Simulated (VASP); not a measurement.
Write the native input for VASP 6.6.1 that does the following.

```
Task                               : relaxation of cell and atoms
Functional                         : PBEsol-based global hybrid with 25 % exact exchange
Potentials or basis                : VASP PAW PBE potentials, release 64 (Hf_pv)
Cutoff                             : 600 eV
k mesh                             : 5 × 5 × 5
Occupations                        : fermi-dirac, width 0.05 eV
Spin                               : no spin polarisation
Dipole correction                  : no
Grid for exact exchange (PRECFOCK) : Normal
Share of exact exchange            : 0.25
Further INCAR settings             : ALGO = Normal; EDIFF = 1e-06; IBRION = 2; EDIFFG = -0.01; NSW = 60; ISIF = 3
```

The system is Hf.

```
Hf
1.0
     2.91381    0.00000    0.00000
     0.00000    2.91381    0.00000
     0.00000    0.00000    2.91381
Hf
1
Cartesian
  1.4569 1.4569 1.4569
```

This isn't the form of Hf at room conditions, which is hcp.

One way to write it, as run:

POSCAR

```
Hf
1.0
    2.9138100000      0.0000000000      0.0000000000
    0.0000000000      2.9138100000      0.0000000000
    0.0000000000      0.0000000000      2.9138100000
Hf
1
Direct
    0.5000000000      0.5000000000      0.5000000000
```

INCAR.step1

```
PREC = Accurate ; ENCUT = 600
EDIFF = 1E-5 ; ISMEAR = -1
SIGMA = 0.05 ; LREAL = False
LASPH = True ; NELM = 60
ALGO = Normal ; LWAVE = True
LCHARG = False ; GGA = PE
NBANDS = 11
```

INCAR.step2

```
PREC = Accurate ; ENCUT = 600
EDIFF = 1E-6 ; ISMEAR = -1
SIGMA = 0.05 ; LREAL = False
LASPH = True ; NELM = 60
ALGO = Normal ; ISIF = 3
LWAVE = False ; LCHARG = False
GGA = PS ; LHFCALC = True
AEXX = 0.25 ; PRECFOCK = Normal
IBRION = 2 ; NSW = 60
EDIFFG = -0.01 ; ISTART = 1
```

KPOINTS

```
Automatic mesh
0
Gamma
  5 5 5
```

Potentials or basis: VASP PAW PBE potentials, release 64 (Hf_pv).

Launch:

```bash
$ cat potpaw_PBE.64/Hf_pv/POTCAR > POTCAR
$ cp INCAR.step1 INCAR
$ mpirun -np 1 vasp_std > vasp.out
$ cp INCAR.step2 INCAR
$ mpirun -np 1 vasp_std > vasp.out
```

It gave:

The relaxed volume is 23.85 Å³/atom. The relaxed cell is a = 2.878 Å, b = 2.878 Å, c = 2.878 Å, α = 90.00°, β = 90.00°, γ = 90.00° and the space group after relaxing (to 0.1 Å) is Pm-3m (No. 221). The energy gained by relaxing is 9.5 meV/atom and the ionic steps are 3. The pressure after relaxing is 0.0 GPa and the band gap on the k mesh is zero (bands 5 and 6 overlap by 2.98 eV).

Caveat: the k points lie up to 0.44 Å⁻¹ apart in the final cell, too coarse for converged energies and pressures of a metal; the PAW data sets were made with another functional, which shifts forces and pressure a little; spin-orbit coupling is left out, which moves the levels of the heavy elements.

Wall time 14 min on 1 thread of Intel Xeon 8259CL (shared host), peak memory 0.16 GiB.
